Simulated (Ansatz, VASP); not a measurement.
## One calculation of MgO, two programs

INCAR

```
SYSTEM = MgO
PREC     = Accurate       ! precision mode
ENCUT    = 520            ! plane-wave cutoff, eV
EDIFF    = 1E-6           ! SCF threshold, eV
ISMEAR   = 0              ! smearing method
SIGMA    = 0.01           ! smearing width, eV
LREAL    = .False.        ! projectors in reciprocal space
LASPH    = .True.         ! aspherical terms in the spheres
NELM     = 80             ! most SCF steps
ALGO     = Normal         ! electronic algorithm
ISIF     = 2              ! what is computed and relaxed
LWAVE    = .False.        ! write WAVECAR
LCHARG   = .False.        ! write CHGCAR
GGA      = PE             ! functional
NBANDS   = 11             ! bands
```

Contents of KPOINTS:

```
regular mesh
0
Gamma
  6 6 6
  0 0 0
```

The input POSCAR:

```
MgO
1.0
    0.0000000000      2.1085000000      2.1085000000
    2.1085000000      0.0000000000      2.1085000000
    2.1085000000      2.1085000000      0.0000000000
Mg O
1 1
Direct
    0.0000000000      0.0000000000      0.0000000000
    0.5000000000      0.5000000000      0.5000000000
```

Input for Ansatz:

```yaml
crystal:
  lattice:
    - [0.0, 2.1085, 2.1085]
    - [2.1085, 0.0, 2.1085]
    - [2.1085, 2.1085, 0.0]
  atoms:
    - { symbol: Mg, position: [0.0, 0.0, 0.0] }
    - { symbol: O, position: [0.5, 0.5, 0.5] }
kpoints:
  mp_grid:
    grid: [6, 6, 6]
    shift: [0.0, 0.0, 0.0]
scf:
  occupations:
    method: fixed
output:
  forces: true
```

Alike in both runs: task single point; functional PBE; k mesh 6 × 6 × 6; no spin polarisation.

|  | VASP | Ansatz |
| --- | --- | --- |
| version | VASP 6.6.1 | Ansatz 0.2.0 |
| potentials or method | VASP PAW PBE potentials, release 64 (Mg, O) | plane waves, PAW |
| plane-wave cutoff (eV) | 520 | 420 |
| occupations | gaussian, width 0.01 eV | fixed |
| valence electrons in the cell | 8 | 16 |

Ansatz gave:

```
gap on the k mesh at the Fermi level (eV) : 4.71
```

Task: Estimate VASP's values.

Result: gap on the k mesh at the Fermi level (eV): 4.69.

VASP's potentials hold 8 valence electrons a cell and Ansatz's 16, so a difference there can come from the potentials and not from the codes.

The k mesh is coarse, so the values compare programs but aren't converged.
